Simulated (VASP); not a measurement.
Input of a VASP 6.6.1 run:

File INCAR:

```
PREC     = Accurate       # precision mode
ENCUT    = 600            # plane-wave cutoff, eV
EDIFF    = 1E-6           # SCF threshold, eV
ISMEAR   = -1             # smearing method
SIGMA    = 0.05           # smearing width, eV
LREAL    = F              # projectors in reciprocal space
LASPH    = T              # aspherical terms in the spheres
NELM     = 80             # most SCF steps
ALGO     = Normal         # electronic algorithm
ISIF     = 4              # what is computed and relaxed
LWAVE    = F              # write WAVECAR
LCHARG   = F              # write CHGCAR
GGA      = PE             # functional
IBRION   = 2              # ionic algorithm
NSW      = 50             # ionic steps
EDIFFG   = -0.005         # ionic threshold
```

Contents of KPOINTS:

```
regular mesh
0
Gamma
  21 21 21
```

File POSCAR:

```
B
1.0
   -1.6482049752      1.6482049752      0.5881890963
    1.6482049752     -1.6482049752      0.5881890963
    1.6482049752      1.6482049752     -0.5881890963
B
2
Direct
   -0.3750000000     -0.1250000000     -0.2500000000
    0.3750000000      0.1250000000      0.2500000000
```

Potentials or basis: VASP PAW PBE potentials, release 64 (B).

Command:

```bash
$ cat potpaw_PBE.64/B/POTCAR > POTCAR
$ mpirun -np 1 vasp_std > vasp.out
```

Q: What does it give for the band gap on the k mesh?

A: Zero (bands 3 and 4 overlap by 13.65 eV).

The path:
| step | energy change (eV) | largest force (eV/Å) | pressure (GPa) | volume (Å³) |
| --- | --- | --- | --- | --- |
| 1 | 0.0000 | 0.0000 | 746.25 | 6.39 |
| 2 | 0.8476 | 0.0000 | 774.67 | 6.39 |
| 3 | -0.4309 | 0.0000 | 698.01 | 6.39 |
| 4 | -0.6313 | 0.0000 | 682.93 | 6.39 |
| 5 | -3.2028 | 0.0000 | 586.91 | 6.39 |
| 6 | -3.4236 | 0.0000 | 605.55 | 6.39 |
| 7 | -3.5318 | 0.0000 | 588.93 | 6.39 |
| 8 | -3.5454 | 0.0000 | 591.14 | 6.39 |
| 9 | -3.5456 | 0.0000 | 591.83 | 6.39 |
| 10 | -3.5456 | 0.0000 | 591.83 | 6.39 |
| 11 | -3.5456 | 0.0000 | 591.82 | 6.39 |
| 12 | -3.5456 | 0.0000 | 591.82 | 6.39 |
| 13 | -3.5456 | 0.0000 | 591.82 | 6.39 |
| 14 | -3.5456 | 0.0000 | 591.82 | 6.39 |
| 15 | -3.5456 | 0.0000 | 591.82 | 6.39 |
| 16 | -3.5456 | 0.0000 | 591.82 | 6.39 |
| 17 | -3.5456 | 0.0000 | 591.82 | 6.39 |
| 18 | -3.5456 | 0.0000 | 591.82 | 6.39 |
| 19 | -3.5456 | 0.0000 | 591.82 | 6.39 |
| 20 | -3.5456 | 0.0000 | 591.82 | 6.39 |
| 21 | -3.5456 | 0.0000 | 591.82 | 6.39 |
| 22 | -3.5456 | 0.0000 | 591.82 | 6.39 |
| 23 | -3.5456 | 0.0000 | 591.81 | 6.39 |
| 24 | -3.5456 | 0.0000 | 591.79 | 6.39 |
| 25 | -3.5457 | 0.0000 | 591.75 | 6.39 |
| 26 | -3.5457 | 0.0000 | 591.70 | 6.39 |
| 27 | -3.5457 | 0.0000 | 591.56 | 6.39 |
| 28 | -3.5457 | 0.0000 | 591.62 | 6.39 |
